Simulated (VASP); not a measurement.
Wanted: the native input for a VASP 6.6.1 run.

| Item | Value |
| --- | --- |
| Task | single point |
| Functional | r2SCAN |
| Potentials or basis | VASP PAW PBE potentials, release 64 (Mo_sv) |
| Cutoff | 520 eV |
| k mesh | 7 × 6 × 7 |
| Occupations | fermi-dirac, width 0.05 eV |
| Spin | no spin polarisation |
| Dipole correction | no |
| Further INCAR settings | ALGO = Normal; EDIFF = 1e-06; NBANDS = 13 |

Mo:

```
Mo
1.0
     0.15753    2.01904    1.91183
     2.12473   -0.02640    2.09576
     2.02995    2.10820    0.06838
Mo
1
Direct
  0.00000 0.00000 0.00000
```

One way to write it, as run:

POSCAR

```
Mo
1.0
    0.1575306600      2.0190446400      1.9118309000
    2.1247256100     -0.0263960200      2.0957575800
    2.0299532600      2.1081989700      0.0683763300
Mo
1
Direct
    0.0000000000      0.0000000000      0.0000000000
```

INCAR.step1

```
PREC     = Accurate       # precision mode
ENCUT    = 520            # plane-wave cutoff, eV
ISMEAR   = -1             # smearing method
SIGMA    = 0.05           # smearing width, eV
LREAL    = F              # projectors in reciprocal space
LASPH    = T              # aspherical terms in the spheres
NELM     = 100            # most SCF steps
NBANDS   = 13             # bands
GGA      = PE             # functional
ALGO     = Normal         # electronic algorithm
EDIFF    = 1E-4           # SCF threshold, eV
LWAVE    = T              # write WAVECAR
LCHARG   = F              # write CHGCAR
```

INCAR.step2

```
PREC     = Accurate       # precision mode
ENCUT    = 520            # plane-wave cutoff, eV
EDIFF    = 1E-6           # SCF threshold, eV
ISMEAR   = -1             # smearing method
SIGMA    = 0.05           # smearing width, eV
LREAL    = F              # projectors in reciprocal space
LASPH    = T              # aspherical terms in the spheres
NELM     = 100            # most SCF steps
ALGO     = Normal         # electronic algorithm
ISIF     = 2              # what is computed and relaxed
LWAVE    = F              # write WAVECAR
LCHARG   = T              # write CHGCAR
METAGGA  = R2SCAN         # meta-GGA
LMIXTAU  = T            
LELF     = T              # ELF
LVHAR    = T            
NBANDS   = 13             # bands
ISTART   = 1
```

KPOINTS

```
regular mesh
0
Gamma
  7 6 7
```

Potentials or basis: VASP PAW PBE potentials, release 64 (Mo_sv).

Launch:

```sh
$ cat potpaw_PBE.64/Mo_sv/POTCAR > POTCAR
$ cp INCAR.step1 INCAR
$ mpirun -np 1 vasp_std > vasp.out
$ cp INCAR.step2 INCAR
$ mpirun -np 1 vasp_std > vasp.out
```

Results of the run:

```yaml
Pressure: -3.6 GPa
Band_gap_on_the_k_mesh: zero (band 7 reaches 14.54 eV, above the bottom of band 8 at 10.99 eV)
```

Caveat: the k points lie up to 0.43 Å⁻¹ apart; the PAW data sets were made with another functional, which shifts forces and pressure a little.

Run time: 110 s on 1 thread of AMD EPYC 7R13 Processor (Zen 3) (shared host), peak memory 0.13 GiB.
